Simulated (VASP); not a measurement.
# Sn (I4/mmm) in VASP: single point with PBEsol

Aim: the single point of Sn with PBEsol.

Program: VASP 6.6.1. These are calculated values, not measurements. Logs are shortened: lines on timing, memory, paths and dates and some standing lists are left out, and cuts for length are marked.

### Step 1. The cell of the first run

It takes space group I4/mmm (No. 139, tetragonal). The conventional cell has a = 4.556 Å, b = 4.556 Å, c = 7.934 Å, α = 90.00°, β = 90.00°, γ = 90.00°.

### Step 2. Single point, PBEsol

INCAR reads:

```
PREC     = Accurate       # precision mode
ENCUT    = 520            # plane-wave cutoff, eV
EDIFF    = 1E-6           # SCF threshold, eV
ISMEAR   = -1             # smearing method
SIGMA    = 0.15           # smearing width, eV
LREAL    = F              # projectors in reciprocal space
LASPH    = T              # aspherical terms in the spheres
NELM     = 80             # most SCF steps
ALGO     = Normal         # electronic algorithm
ISIF     = 2              # what is computed and relaxed
LWAVE    = F              # write WAVECAR
LCHARG   = T              # write CHGCAR
GGA      = PS             # functional
LELF     = T              # ELF
LVHAR    = T            
NBANDS   = 13             # bands
```

KPOINTS reads:

```
Automatic mesh
0
Gamma
  7 7 7
```

POSCAR reads:

```
Sn
1.0
   -2.2781882100      2.2781882100      3.9669829200
    2.2781882100     -2.2781882100      3.9669829200
    2.2781882100      2.2781882100     -3.9669829200
Sn
1
Direct
    0.0000000000      0.0000000000      0.0000000000
```

Potentials or basis: VASP PAW PBE potentials, release 64 (Sn_d).

Started as:

```
> cat potpaw_PBE.64/Sn_d/POTCAR > POTCAR
> mpirun -np 1 vasp_std > vasp.out
```

OUTCAR:

```text
PREC = Accurate
   ENCUT = 520
   EDIFF = 1E-6
   ISMEAR = -1
   LREAL = F
   LASPH = T
   NELM = 80
   ISIF = 2
   GGA = PS

 ion  position               nearest neighbor table
   1  0.000  0.000  0.000-

  LATTYP: Found a body centered tetragonal cell.
 ALAT       =     4.5563764200
 C/A-ratio  =     1.7412884952

  Lattice vectors:

 A1 = (  -2.2781882100,   2.2781882100,   3.9669829200)
 A2 = (   2.2781882100,  -2.2781882100,   3.9669829200)
 A3 = (   2.2781882100,   2.2781882100,  -3.9669829200)

Analysis of symmetry for initial positions (statically):
=====================================================================
 Subroutine PRICEL returns:
 Original cell was already a primitive cell.

 Routine SETGRP: Setting up the symmetry group for a
 body centered tetragonal supercell.

 Subroutine GETGRP returns: Found 16 space group operations
 (whereof 16 operations were pure point group operations)
 out of a pool of 16 trial point group operations.

The static configuration has the point symmetry D_4h.

Analysis of symmetry for dynamics (positions and initial velocities):
=====================================================================
 Subroutine PRICEL returns:
 Original cell was already a primitive cell.

 Routine SETGRP: Setting up the symmetry group for a
 body centered tetragonal supercell.

 Subroutine GETGRP returns: Found 16 space group operations
 (whereof 16 operations were pure point group operations)
 out of a pool of 16 trial point group operations.

The dynamic configuration has the point symmetry D_4h.

 Subroutine INISYM returns: Found 16 space group operations
 (whereof 16 operations are pure point group operations),
 and found     1 'primitive' translations

----------------------------------------------------------------------------------------

                                     Primitive cell

  volume of cell :      82.3568

  direct lattice vectors                    reciprocal lattice vectors
    -2.278188210  2.278188210  3.966982920     0.000000000  0.219472648  0.126040371
     2.278188210 -2.278188210  3.966982920     0.219472648  0.000000000  0.126040371
     2.278188210  2.278188210 -3.966982920     0.219472648  0.219472648  0.000000000

  length of vectors
     5.110502571  5.110502571  5.110502571     0.253089744  0.253089744  0.310381196

  position of ions in fractional coordinates (direct lattice)
     0.000000000  0.000000000  0.000000000

  ion indices of the primitive-cell ions
[... 75 lines left out ...]
   LREAL  =      F    real-space projection
   EDIFFG = 0.1E-04   stopping-criterion for IOM
   NSW    =      0    number of steps for IOM
   IBRION =     -1    ionic relax: 0-MD 1-quasi-New 2-CG
   NFREE  =      0    steps in history (QN), initial steepest desc. (CG)
   ISIF   =      2    stress and relaxation
   ISYM   =      2    0-nonsym 1-usesym 2-fastsym
   POTIM  = 0.5000    time-step for ionic-motion
   TEBEG  =    0.0;   TEEND  =   0.0 temperature during run
   PSTRESS=    0.0 pullay stress
   NELECT =      14.0000    total number of electrons
   NUPDOWN=      -1.0000    fix difference up-down
   EMIN   =  10.00;   EMAX   =-10.00  energy-range for DOS
   EFERMI =   0.00;   METHOD = LEGACY
   ISMEAR =    -1;   SIGMA  =   0.15  broadening in eV -4-tet -1-fermi 0-gaus
   EFERMI_NEDOS =   21; number of points for ismear=-14 and -15
   IALGO  =     38    algorithm
   IMIX   =      4    mixing-type and parameters
     AMIX     =   0.40;   BMIX     =  1.00
     AMIX_MAG =   1.60;   BMIX_MAG =  1.00
  volume/ion in A,a.u.               =      82.36       555.77
  Fermi-wavevector in a.u.,A,eV,Ry     =   0.906882  1.713759 11.189918  0.822436
  Thomas-Fermi vector in A             =   2.030623
   LORBIT       =      0    0 simple, 1 ext, 2 COOP (PROOUT), +10 PAW based schemes
   GGA     = PS    functional components
   LHFCALC =     F    Hartree Fock is set to
   AEXX    =    0.0000 exact exchange contribution
   IVDW    =     0    specifies the selected vdW correction
   LEPSILON=     F    determine dielectric tensor
   LRPA    =     F    only Hartree local field effects (RPA)
 non-spin polarized calculation
  energy-cutoff  :      520.00
  volume of cell :       82.36
 maximum number of plane-waves:      2235
 NGX is ok and might be reduce to    40
   NGX = 19   NGY = 19   NGZ = 19

 number of electron      14.0000002 magnetization

 Free energy of the ion-electron system (eV)
  ---------------------------------------------------
  ext. energy  EPLUGINS =         0.00000000
  ---------------------------------------------------
  free energy    TOTEN  =        -1.97194277 eV

  energy without entropy =       -1.84683259  energy(sigma->0) =       -1.90938768

 E-fermi :  -0.0815     XC(G=0):  -6.2271

 val. band max:       -0.0822706697   @ k =  -0.2857   0.1429   0.0000
 cond. band min:      -0.0374412293   @ k =   0.4286   0.2857   0.1429
 fundamental gap:      0.0448294404
 Fermi energy:        -0.0815108492

 k-point     1 :       0.0000    0.0000    0.0000
  band No.  band energies     occupation
      1     -22.0591      2.00000
      2     -22.0468      2.00000
      3     -22.0468      2.00000
      4     -22.0166      2.00000
      5     -22.0131      2.00000
      6      -7.1939      2.00000
      7       1.4439      0.00008
      8       1.8235      0.00001
      9       1.8235      0.00001
     10       3.7440      0.00000
     11       6.7571      0.00000
     12       7.5821      0.00000
     13       7.6327      0.00000
[... 354 lines left out ...]
  band No.  band energies     occupation
      1     -22.0571      2.00000
      2     -22.0477      2.00000
      3     -22.0462      2.00000
      4     -22.0148      2.00000
      5     -22.0109      2.00000
      6      -6.4096      2.00000
      7      -0.6578      1.95799
      8       0.2412      0.20841
      9       0.3413      0.11261
     10       4.7457      0.00000
     11       5.4532      0.00000
     12       8.5299      0.00000
     13       8.9765      0.00000

 [... further k-points ...]
[... 5 lines left out ...]
  --------------------------------------------------------------------------------------
  -------------------------------------------------------------------------------------
  Total       -2.3683119     -2.3683119     -2.0620588      0.0000000      0.0000000      0.0000000
  in kB      -46.0733680    -46.0733680    -40.1154902      0.0000000      0.0000000      0.0000000
  external PRESSURE =     -44.0874088 kB  Pullay stress =       0.0000000 kB

 VOLUME and BASIS-vectors are now :
 -----------------------------------------------------------------------------
  energy-cutoff  :      520.00
  volume of cell :       82.36
      direct lattice vectors                 reciprocal lattice vectors
    -2.278188210  2.278188210  3.966982920     0.000000000  0.219472648  0.126040371
     2.278188210 -2.278188210  3.966982920     0.219472648  0.000000000  0.126040371
     2.278188210  2.278188210 -3.966982920     0.219472648  0.219472648  0.000000000

 POSITION                                       TOTAL-FORCE (eV/Angst)
 -----------------------------------------------------------------------------------
      0.00000      0.00000      0.00000        -0.000000     -0.000000      0.000000
 -----------------------------------------------------------------------------------
    total drift:                                0.000000      0.000000     -0.000000

  FREE ENERGIE OF THE ION-ELECTRON SYSTEM (eV)
  ---------------------------------------------------
  free  energy   TOTEN  =        -1.9719427687 eV

  energy  without entropy=       -1.8468325885  energy(sigma->0) =       -1.90938768
```

OSZICAR:

```text
N       E                     dE             d eps       ncg     rms          rms(c)
DAV:   1     0.750515134593E+02    0.75052E+02   -0.69551E+03  1040   0.103E+03
DAV:   2     0.382855701432E+01   -0.71223E+02   -0.70160E+02  1100   0.262E+02
DAV:   3    -0.180007068452E+01   -0.56286E+01   -0.56056E+01  1285   0.744E+01
DAV:   4    -0.197174002853E+01   -0.17167E+00   -0.17163E+00  1169   0.135E+01
DAV:   5    -0.197976026707E+01   -0.80202E-02   -0.80199E-02  1418   0.278E+00    0.540E-01
DAV:   6    -0.197159427969E+01    0.81660E-02   -0.20241E-02  1270   0.155E+00    0.342E-01
DAV:   7    -0.197141152579E+01    0.18275E-03   -0.23508E-02  1240   0.127E+00    0.953E-02
DAV:   8    -0.197183300790E+01   -0.42148E-03   -0.21001E-03  1268   0.732E-01    0.437E-02
DAV:   9    -0.197194862655E+01   -0.11562E-03   -0.23852E-04  1285   0.172E-01    0.110E-02
DAV:  10    -0.197194198370E+01    0.66429E-05   -0.46981E-05  1240   0.100E-01    0.231E-03
DAV:  11    -0.197194276868E+01   -0.78498E-06   -0.17380E-06  1166   0.113E-02
   1 F= -.19719428E+01 E0= -.19093877E+01  d E =-.125110E+00
```

Wall time 26 s (1 thread of Intel Xeon 6975P-C (Granite Rapids), shared host); peak memory 0.24 GiB.

What came out:

```
Free energy            : -1.9719 eV
Pressure               : -4.4 GPa
Band gap on the k mesh : zero (band 7 reaches 1.44 eV, above the bottom of band 8 at -0.36 eV)
```

Stress tensor (GPa, compression positive):
```
-4.61  0.00  0.00
 0.00 -4.61  0.00
 0.00  0.00 -4.01
```

Caveat: the PAW data sets were made with another functional, which shifts forces and pressure a little; spin-orbit coupling is left out, which moves the levels of the heavy elements.
